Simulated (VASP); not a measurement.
# Fe (Im-3m) in VASP: further runs

The runs below take Fe through single point, with PBE.

All numbers are computed with VASP 6.6.1; they aren't measurements. Logs are shortened: lines on timing, memory, paths and dates and some standing lists are left out, and cuts for length are marked.

## (1) The cell of the first run

Symmetry: Im-3m, No. 229, cubic system. The conventional cell has a = 2.762 Å, b = 2.762 Å, c = 2.762 Å, α = 90.00°, β = 90.00°, γ = 90.00°. Fe (site symmetry m-3m) has 14 Fe at 2.39 to 2.76 Å within 3.2 Å.

## (2) Single point, PBE

The input, INCAR:

```
ALGO = Normal
EDIFF = 1E-6
ENCUT = 520
GGA = PE
ISIF = 2
ISMEAR = -1
LASPH = T
LCHARG = T
LELF = T
LREAL = F
LVHAR = T
LWAVE = F
NBANDS = 10
NELM = 60
PREC = Accurate
SIGMA = 0.1
```

The input, KPOINTS:

```
k-points
0
Gamma
  16 16 16
```

The input, POSCAR:

```
Fe
1.0
   -1.3807996972      1.3807996972      1.3807996972
    1.3807996972     -1.3807996972      1.3807996972
    1.3807996972      1.3807996972     -1.3807996972
Fe
1
Direct
    0.0000000000      0.0000000000      0.0000000000
```

Potentials or basis: VASP PAW PBE potentials, release 64 (Fe).

Started as:

```sh
> cat potpaw_PBE.64/Fe/POTCAR > POTCAR
> mpirun -np 1 vasp_std > vasp.out
```

OUTCAR:

```text
EDIFF = 1E-6
   ENCUT = 520
   GGA = PE
   ISIF = 2
   ISMEAR = -1
   LASPH = T
   LREAL = F
   NELM = 60
   PREC = Accurate

 ion  position               nearest neighbor table
   1  0.000  0.000  0.000-

  LATTYP: Found a body centered cubic cell.
 ALAT       =     2.7615993944

  Lattice vectors:

 A1 = (  -1.3807996972,   1.3807996972,   1.3807996972)
 A2 = (   1.3807996972,  -1.3807996972,   1.3807996972)
 A3 = (   1.3807996972,   1.3807996972,  -1.3807996972)

Analysis of symmetry for initial positions (statically):
=====================================================================
 Subroutine PRICEL returns:
 Original cell was already a primitive cell.

 Routine SETGRP: Setting up the symmetry group for a
 body centered cubic supercell.

 Subroutine GETGRP returns: Found 48 space group operations
 (whereof 48 operations were pure point group operations)
 out of a pool of 48 trial point group operations.

The static configuration has the point symmetry O_h .

Analysis of symmetry for dynamics (positions and initial velocities):
=====================================================================
 Subroutine PRICEL returns:
 Original cell was already a primitive cell.

 Routine SETGRP: Setting up the symmetry group for a
 body centered cubic supercell.

 Subroutine GETGRP returns: Found 48 space group operations
 (whereof 48 operations were pure point group operations)
 out of a pool of 48 trial point group operations.

The dynamic configuration has the point symmetry O_h .

 Subroutine INISYM returns: Found 48 space group operations
 (whereof 48 operations are pure point group operations),
 and found     1 'primitive' translations

----------------------------------------------------------------------------------------

                                     Primitive cell

  volume of cell :      10.5306

  direct lattice vectors                    reciprocal lattice vectors
    -1.380799697  1.380799697  1.380799697     0.000000000  0.362109002  0.362109002
     1.380799697 -1.380799697  1.380799697     0.362109002  0.000000000  0.362109002
     1.380799697  1.380799697 -1.380799697     0.362109002  0.362109002  0.000000000

  length of vectors
     2.391615231  2.391615231  2.391615231     0.512099461  0.512099461  0.512099461

  position of ions in fractional coordinates (direct lattice)
     0.000000000  0.000000000  0.000000000

  ion indices of the primitive-cell ions
   primitive index   ion index
                 1           1

----------------------------------------------------------------------------------------

 KPOINTS: k-points

Automatic generation of k-mesh.
 Grid dimensions read from file:
 generate k-points for:   16   16   16

 Generating k-lattice:

  Cartesian coordinates                     Fractional coordinates (reciprocal lattice)
     0.000000000  0.022631813  0.022631813     0.062500000  0.000000000  0.000000000
     0.022631813  0.000000000  0.022631813     0.000000000  0.062500000  0.000000000
     0.022631813  0.022631813  0.000000000     0.000000000  0.000000000  0.062500000

  Length of vectors
     0.032006216  0.032006216  0.032006216

  Shift w.r.t. Gamma in fractional coordinates (k-lattice)
     0.000000000  0.000000000  0.000000000

 Subroutine IBZKPT returns following result:
 ===========================================

 Found    145 irreducible k-points:

 Following reciprocal coordinates:
            Coordinates               Weight
  0.000000  0.000000  0.000000      1.000000
  0.062500  0.000000  0.000000     12.000000
  0.125000  0.000000  0.000000     12.000000
  0.187500  0.000000  0.000000     12.000000
  0.250000  0.000000  0.000000     12.000000
  0.312500  0.000000  0.000000     12.000000
[... 16 lines left out ...]
  0.187500  0.187500  0.000000     24.000000
  0.250000  0.187500 -0.000000     48.000000
 [... further k-points ...]
   k-points           NKPTS =    145   k-points in BZ     NKDIM =    145   number of bands    NBANDS=     10
   number of dos      NEDOS =    301   number of ions     NIONS =      1
   total plane-waves  NPLWV =   5832
   dimension x,y,z NGX =    18 NGY =   18 NGZ =   18
   dimension x,y,z NGXF=    36 NGYF=   36 NGZF=   36
   ions per type =               1
   NGX,Y,Z   is equivalent  to a cutoff of  12.51, 12.51, 12.51 a.u.
   NGXF,Y,Z  is equivalent  to a cutoff of  25.02, 25.02, 25.02 a.u.
 SYSTEM =  unknown system
   PREC   = accura    normal or accurate (medium, high low for compatibility)
   ISTART =      0    job   : 0-new  1-cont  2-samecut
   ICHARG =      2    charge: 1-file 2-atom 10-const
   ISPIN  =      1    spin polarized calculation?
   LNONCOLLINEAR =      F non collinear calculations
   LSORBIT =      F    spin-orbit coupling
   LASPH  =      T    aspherical Exc in radial PAW
   ENCUT  =  520.0 eV  38.22 Ry    6.18 a.u.   4.45  4.45  4.45*2*pi/ulx,y,z
   NELM   =     60;   NELMIN=  2; NELMDL= -5     # of ELM steps
   EDIFF  = 0.1E-05   stopping-criterion for ELM
   LREAL  =      F    real-space projection
   EDIFFG = 0.1E-04   stopping-criterion for IOM
   NSW    =      0    number of steps for IOM
   IBRION =     -1    ionic relax: 0-MD 1-quasi-New 2-CG
   NFREE  =      0    steps in history (QN), initial steepest desc. (CG)
   ISIF   =      2    stress and relaxation
   ISYM   =      2    0-nonsym 1-usesym 2-fastsym
   POTIM  = 0.5000    time-step for ionic-motion
   TEBEG  =    0.0;   TEEND  =   0.0 temperature during run
   PSTRESS=    0.0 pullay stress
   NELECT =       8.0000    total number of electrons
   NUPDOWN=      -1.0000    fix difference up-down
   EMIN   =  10.00;   EMAX   =-10.00  energy-range for DOS
   EFERMI =   0.00;   METHOD = LEGACY
   ISMEAR =    -1;   SIGMA  =   0.10  broadening in eV -4-tet -1-fermi 0-gaus
   EFERMI_NEDOS =   21; number of points for ismear=-14 and -15
   IALGO  =     38    algorithm
   IMIX   =      4    mixing-type and parameters
     AMIX     =   0.40;   BMIX     =  1.00
     AMIX_MAG =   1.60;   BMIX_MAG =  1.00
  volume/ion in A,a.u.               =      10.53        71.06
  Fermi-wavevector in a.u.,A,eV,Ry     =   1.493783  2.822840 30.359868  2.231387
  Thomas-Fermi vector in A             =   2.606139
   LORBIT       =      0    0 simple, 1 ext, 2 COOP (PROOUT), +10 PAW based schemes
   GGA     = PE    functional components
   LHFCALC =     F    Hartree Fock is set to
   AEXX    =    0.0000 exact exchange contribution
   IVDW    =     0    specifies the selected vdW correction
   LEPSILON=     F    determine dielectric tensor
   LRPA    =     F    only Hartree local field effects (RPA)
 non-spin polarized calculation
  energy-cutoff  :      520.00
  volume of cell :       10.53
 maximum number of plane-waves:       321
 NGX is ok and might be reduce to    18
   NGX =  9   NGY =  9   NGZ =  9

 number of electron       7.9999996 magnetization

 Free energy of the ion-electron system (eV)
  ---------------------------------------------------
  ext. energy  EPLUGINS =         0.00000000
  ---------------------------------------------------
  free energy    TOTEN  =        -7.81803498 eV

  energy without entropy =       -7.71093199  energy(sigma->0) =       -7.76448349

 E-fermi :   6.6935     XC(G=0): -13.5951

 val. band max:        6.6890286335   @ k =   0.1250   0.1250   0.0625
 cond. band min:       6.6966044167   @ k =   0.1875   0.0000   0.0000
 fundamental gap:      0.0075757832
 Fermi energy:         6.6935180350

 k-point     1 :       0.0000    0.0000    0.0000
  band No.  band energies     occupation
      1      -2.1789      2.00000
      2       4.9162      2.00000
      3       4.9162      2.00000
      4       4.9162      2.00000
      5       6.6506      1.21134
      6       6.6506      1.21133
      7      32.3095      0.00000
      8      32.3095      0.00000
      9      32.3095      0.00000
     10      38.0685      0.00000

 k-point     2 :       0.0625    0.0000    0.0000
  band No.  band energies     occupation
      1      -2.0065      2.00000
      2       4.8627      2.00000
      3       4.9098      2.00000
      4       5.0162      2.00000
      5       6.5946      1.45798
      6       6.6549      1.19068
      7      31.3505      0.00000
      8      32.1054      0.00000
      9      32.2505      0.00000
     10      37.5515      0.00000

 k-point     3 :       0.1250    0.0000    0.0000
  band No.  band energies     occupation
      1      -1.5035      2.00000
      2       4.7126      2.00000
      3       4.8733      2.00000
      4       5.3073      2.00000
      5       6.4694      1.80770
      6       6.6692      1.12076
      7      29.1616      0.00000
      8      31.3521      0.00000
      9      32.1035      0.00000
     10      36.8028      0.00000

 k-point     4 :       0.1875    0.0000    0.0000
  band No.  band energies     occupation
      1      -0.7183      2.00000
      2       4.4933      2.00000
      3       4.7814      2.00000
      4       5.7613      1.99982
      5       6.3757      1.92000
      6       6.6966      0.98457
      7      26.4470      0.00000
      8      30.0984      0.00000
      9      31.9268      0.00000
     10      34.6269      0.00000

 k-point     5 :       0.2500    0.0000    0.0000
  band No.  band energies     occupation
      1       0.2375      2.00000
      2       4.2426      2.00000
      3       4.6993      2.00000
      4       6.3296      1.94880
      5       6.3812      1.91571
      6       6.7383      0.77993
      7      23.5530      0.00000
      8      28.7116      0.00000
      9      31.7636      0.00000
     10      32.6320      0.00000

 k-point     6 :       0.3125    0.0000    0.0000
  band No.  band energies     occupation
      1       1.1254      2.00000
      2       3.9998      2.00000
      3       4.8725      2.00000
      4       6.4669      1.81207
      5       6.7905      0.54966
      6       6.9403      0.15632
      7      20.7036      0.00000
      8      27.4616      0.00000
      9      30.9014      0.00000
     10      31.6333      0.00000
[... 183 lines left out ...]
 k-point    21 :       0.3750    0.1250    0.0000
  band No.  band energies     occupation
      1       2.1525      2.00000
      2       3.7145      2.00000
      3       5.3468      2.00000
      4       6.5689      1.55327
      5       7.1441      0.02185
      6       9.2503      0.00000
      7      16.1945      0.00000
      8      23.3987      0.00000
      9      27.4766      0.00000
     10      33.0632      0.00000

 k-point    22 :       0.4375    0.1250   -0.0000
  band No.  band energies     occupation
      1       2.1622      2.00000
      2       3.6770      2.00000
      3       5.5615      1.99998
      4       6.5885      1.48174
      5       7.2354      0.00883
      6       9.7367      0.00000
      7      15.2574      0.00000
      8      23.2145      0.00000
      9      27.2345      0.00000
     10      33.0520      0.00000

 k-point    23 :       0.1875    0.1875    0.0000
  band No.  band energies     occupation
      1       1.5357      2.00000
      2       4.0447      2.00000
      3       4.2466      2.00000
      4       6.2721      1.97086
      5       6.9123      0.20161
      6       7.5905      0.00025
      7      22.2905      0.00000
      8      23.3438      0.00000
      9      29.3675      0.00000
     10      33.4927      0.00000

 k-point    24 :       0.2500    0.1875   -0.0000
  band No.  band energies     occupation
      1       2.2352      2.00000
      2       3.8408      2.00000
      3       4.3172      2.00000
      4       6.3735      1.92165
      5       6.9864      0.10153
      6       8.5589      0.00000
      7      19.8898      0.00000
      8      22.0190      0.00000
      9      28.3090      0.00000
     10      33.7199      0.00000

 [... further k-points ...]

------------------------ aborting loop because EDIFF is reached ----------------------------------------

  FORCE on cell =-STRESS in cart. coord.  units (eV):
  Direction    XX          YY          ZZ          XY          YZ          ZX
  --------------------------------------------------------------------------------------
  -------------------------------------------------------------------------------------
  Total       -0.0281436     -0.0281436     -0.0281436     -0.0000000      0.0000000     -0.0000000
  in kB       -4.2819114     -4.2819114     -4.2819114     -0.0000000      0.0000000     -0.0000000
  external PRESSURE =      -4.2819114 kB  Pullay stress =       0.0000000 kB

 VOLUME and BASIS-vectors are now :
 -----------------------------------------------------------------------------
  energy-cutoff  :      520.00
  volume of cell :       10.53
      direct lattice vectors                 reciprocal lattice vectors
    -1.380799697  1.380799697  1.380799697     0.000000000  0.362109002  0.362109002
     1.380799697 -1.380799697  1.380799697     0.362109002  0.000000000  0.362109002
     1.380799697  1.380799697 -1.380799697     0.362109002  0.362109002  0.000000000

 POSITION                                       TOTAL-FORCE (eV/Angst)
 -----------------------------------------------------------------------------------
      0.00000      0.00000      0.00000         0.000000     -0.000000      0.000000
 -----------------------------------------------------------------------------------
    total drift:                                0.000000      0.000000      0.000000

  FREE ENERGIE OF THE ION-ELECTRON SYSTEM (eV)
  ---------------------------------------------------
  free  energy   TOTEN  =        -7.8180349825 eV

  energy  without entropy=       -7.7109319876  energy(sigma->0) =       -7.76448349
```

Run time: 8.2 s. Hardware: 1 thread of Intel Xeon Platinum 8488C (Sapphire Rapids), shared host; peak memory 0.13 GiB.

Results:

```yaml
Free_energy: -7.8180 eV
Pressure: -0.4 GPa
Band_gap_on_the_k_mesh: zero (band 4 reaches 7.73 eV, above the bottom of band 5 at 5.70 eV)
```

Caveat: the run has no spin polarisation, though such a crystal can be magnetic. Spin polarisation is off, so any magnetic state and its effect on volume and gap are missing.

## (3) Single point, PBE

The input, INCAR:

```
SYSTEM = Fe
PREC     = Accurate       ! precision mode
ENCUT    = 520            ! plane-wave cutoff, eV
EDIFF    = 1E-6           ! SCF threshold, eV
ISMEAR   = -1             ! smearing method
SIGMA    = 0.1            ! smearing width, eV
LREAL    = .FALSE.        ! projectors in reciprocal space
LASPH    = .TRUE.         ! aspherical terms in the spheres
NELM     = 60             ! most SCF steps
ALGO     = Normal         ! electronic algorithm
ISIF     = 2              ! what is computed and relaxed
LWAVE    = .FALSE.        ! write WAVECAR
LCHARG   = .TRUE.         ! write CHGCAR
GGA      = PE             ! functional
LELF     = .TRUE.         ! ELF
LVHAR    = .TRUE.       
NBANDS   = 10             ! bands
```

The input, KPOINTS:

```
regular mesh
0
G
  16 16 16
  0 0 0
```

POSCAR is that of step 2.

Potentials or basis: VASP PAW PBE potentials, release 64 (Fe).

Started as:

```sh
> cat potpaw_PBE.64/Fe/POTCAR > POTCAR
> mpirun -np 1 vasp_std > vasp.out
```

It took 8 s on 1 thread of Intel Xeon Platinum 8488C (Sapphire Rapids), shared host; peak memory 0.13 GiB.

The run converged. Its results:

```
Free energy            : -7.8180 eV
Pressure               : -0.4 GPa
Band gap on the k mesh : zero (band 4 reaches 7.73 eV, above the bottom of band 5 at 5.70 eV)
```

Levels at points of the mesh, in eV from the Fermi level:
```tsv
k point	band 1	band 2	band 3	band 4	band 5	band 6	band 7	band 8	band 9
(0.00, 0.00, 0.00)	-8.87	-1.78	-1.78	-1.78	-0.04	-0.04	25.62	25.62	25.62
(0.50, 0.00, 0.00)	-4.88	-3.07	-0.06	0.21	0.49	1.35	8.53	18.97	21.65
(0.50, 0.50, 0.50)	-4.63	-4.63	1.03	1.03	1.03	10.56	10.56	10.56	16.80
```

Caveat: the run has no spin polarisation, though such a crystal can be magnetic. Spin polarisation is off, so any magnetic state and its effect on volume and gap are missing.
